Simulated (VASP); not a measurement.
Wanted: the native input for a VASP 6.6.1 run.

```yaml
Task: single point
Functional: PBE
Potentials_or_basis: VASP PAW PBE potentials, release 64 (Si, W_sv)
Cutoff: 520 eV
k_mesh: 18 × 18 × 18
Occupations: gaussian, width 0.15 eV
Spin: no spin polarisation
Dipole_correction: no
Further_INCAR_settings: ALGO = Normal; EDIFF = 1e-07; NBANDS = 18
```

The structure of Si2W lies in POSCAR:

```
Si2W
1.0
   -1.5163172574      1.5163172574      3.9251388524
    1.5163172574     -1.5163172574      3.9251388524
    1.5163172574      1.5163172574     -3.9251388524
Si W
2 1
Direct
    0.3345726944      0.3345726944      0.0000000000
    0.6654273056      0.6654273056      0.0000000000
    0.0000000000      0.0000000000      0.0000000000
```

One way to write it, as run:

INCAR

```
SYSTEM = Si2W
ALGO = Normal
EDIFF = 1E-7
ENCUT = 520
GGA = PE
ISIF = 2
ISMEAR = 0
LASPH = .TRUE.
LCHARG = .TRUE.
LELF = .TRUE.
LREAL = .FALSE.
LVHAR = .TRUE.
LWAVE = .FALSE.
NBANDS = 18
NELM = 80
PREC = Accurate
SIGMA = 0.15
```

KPOINTS

```
k-points
0
G
  18 18 18
  0 0 0
```

Potentials or basis: VASP PAW PBE potentials, release 64 (Si, W_sv).

Command:

```bash
$ cat potpaw_PBE.64/Si/POTCAR potpaw_PBE.64/W_sv/POTCAR > POTCAR
$ mpirun -np 1 vasp_std > vasp.out
```

It gave:

The pressure is 36.6 GPa and the largest force is 0.475 eV/Å. The band gap on the k mesh is zero (bands 11 and 12 overlap by 1.63 eV).

Caveat: the stress differs along the axes, from 19 to 45 GPa; spin-orbit coupling is left out, which moves the levels of the heavy elements.

Run time: 3.7 min on 1 thread of Intel(R) Xeon(R) 6975P-C (Granite Rapids), with other jobs on the host, peak memory 0.43 GiB.
